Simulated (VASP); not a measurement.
Wanted: the native input for a VASP 6.6.1 run.

```yaml
Task: relaxation of cell and atoms
Functional: r2SCAN
Potentials_or_basis: VASP PAW PBE potentials, release 64 (Ga_d, N)
Cutoff: 600 eV
k_mesh: 12 × 12 × 4
Occupations: fermi-dirac, width 0.02 eV
Spin: no spin polarisation
Dipole_correction: no
Further_INCAR_settings: ALGO = Normal; EDIFF = 1e-07; IBRION = 2; EDIFFG = -0.005; NSW = 80; ISIF = 3
```

Crystal: GaN.

```xyz
4
Lattice="3.2183 0.0000 0.0000 -1.6092 2.7871 0.0000 0.0000 0.0000 5.2433" Properties=species:S:1:pos:R:3 pbc="T T T"
Ga    0.0000    1.8581   -0.0045
Ga    1.6092    0.9290    2.6172
N     0.0000    1.8581    1.9707
N     1.6092    0.9290    4.5923
```

The input as run:

POSCAR

```
GaN
1.0
    3.2183180140      0.0000000000      0.0000000000
   -1.6091590070      2.7871451576      0.0000000000
    0.0000000000      0.0000000000      5.2432518876
Ga N
2 2
Direct
    0.3333333333      0.6666666667     -0.0008524590
    0.6666666667      0.3333333333      0.4991475410
    0.3333333333      0.6666666667      0.3758524590
    0.6666666667      0.3333333333      0.8758524590
```

INCAR.step1

```
  ALGO = Normal
  EDIFF = 1E-4
  ENCUT = 600
  GGA = PE
  ISMEAR = -1
  LASPH = T
  LCHARG = F
  LREAL = F
  LWAVE = T
  NELM = 60
  PREC = Accurate
  SIGMA = 0.02
```

INCAR.step2

```
  ALGO = Normal
  EDIFF = 1E-7
  EDIFFG = -0.005
  ENCUT = 600
  IBRION = 2
  ISIF = 3
  ISMEAR = -1
  ISTART = 1
  LASPH = T
  LCHARG = F
  LMIXTAU = T
  LREAL = F
  LWAVE = F
  METAGGA = R2SCAN
  NELM = 60
  NSW = 80
  PREC = Accurate
  SIGMA = 0.02
```

KPOINTS

```
k-points
0
Gamma
  12 12 4
```

Potentials or basis: VASP PAW PBE potentials, release 64 (Ga_d, N).

Run with:

```sh
$ cat potpaw_PBE.64/Ga_d/POTCAR potpaw_PBE.64/N/POTCAR > POTCAR
$ cp INCAR.step1 INCAR
$ mpirun -np 1 vasp_std > vasp.out
$ cp INCAR.step2 INCAR
$ mpirun -np 1 vasp_std > vasp.out
```

Results of the run:

- Relaxed volume: 11.43 Å³/atom
- Relaxed cell: a = 3.189 Å, b = 3.189 Å, c = 5.194 Å, α = 90.00°, β = 90.00°, γ = 120.00°
- Space group after relaxing (to 0.1 Å): P6_3mc (No. 186)
- Energy gained by relaxing: 5.4 meV/atom
- Ionic steps: 3
- Pressure after relaxing: 0.0 GPa
- Band gap on the k mesh: 2.31 eV

Caveat: the PAW data sets were made with another functional, which shifts forces and pressure a little.

It took 9.4 min on 1 thread of AMD EPYC 9R45 96-Core Processor (Zen 5) (shared host), peak memory 0.21 GiB.
